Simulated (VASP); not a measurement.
Write the native input for VASP 6.6.1 that does the following.

| Quantity | Value |
| --- | --- |
| Task | relaxation of cell and atoms |
| Functional | PBE |
| Potentials or basis | VASP PAW PBE potentials, release 64 (Rh_pv) |
| Cutoff | 600 eV |
| k mesh | 17 × 17 × 17 |
| Occupations | fermi-dirac, width 0.1 eV |
| Spin | no spin polarisation |
| Dipole correction | no |
| Further INCAR settings | ALGO = Normal; EDIFF = 1e-07; IBRION = 2; EDIFFG = -0.01; NSW = 80; ISIF = 3 |

The structure of Rh lies in POSCAR:

```
Rh
1.0
    2.4700000000      0.0000000000      0.0000000000
    0.0000000000      2.4700000000      0.0000000000
    0.0000000000      0.0000000000      2.4700000000
Rh
1
Direct
    0.0000000000      0.0000000000      0.0000000000
```

These files were run (other wordings do the same):

INCAR

```
SYSTEM = Rh
PREC = Accurate
ENCUT = 600
EDIFF = 1E-7
ISMEAR = -1
SIGMA = 0.1
LREAL = .FALSE.
LASPH = .TRUE.
NELM = 60
ALGO = Normal
ISIF = 3
LWAVE = .FALSE.
LCHARG = .FALSE.
GGA = PE
IBRION = 2
NSW = 80
EDIFFG = -0.01
```

KPOINTS

```
Automatic mesh
0
G
  17 17 17
  0 0 0
```

Potentials or basis: VASP PAW PBE potentials, release 64 (Rh_pv).

The run is started by

```console
$ cat potpaw_PBE.64/Rh_pv/POTCAR > POTCAR
$ mpirun -np 1 vasp_std > vasp.out
```

Results of the run:

| Item | Value |
| --- | --- |
| Relaxed volume | 16.33 Å³/atom |
| Relaxed cell | a = 2.537 Å, b = 2.537 Å, c = 2.537 Å, α = 90.00°, β = 90.00°, γ = 90.00° |
| Space group after relaxing (to 0.05 Å) | Pm-3m (No. 221) |
| Energy gained by relaxing | 64.5 meV/atom |
| Ionic steps | 4 |
| Pressure after relaxing | -0.1 GPa |

Run time: 44 s on 1 thread of Intel(R) Xeon(R) Platinum 8488C (Sapphire Rapids), with other jobs on the host, peak memory 0.15 GiB.
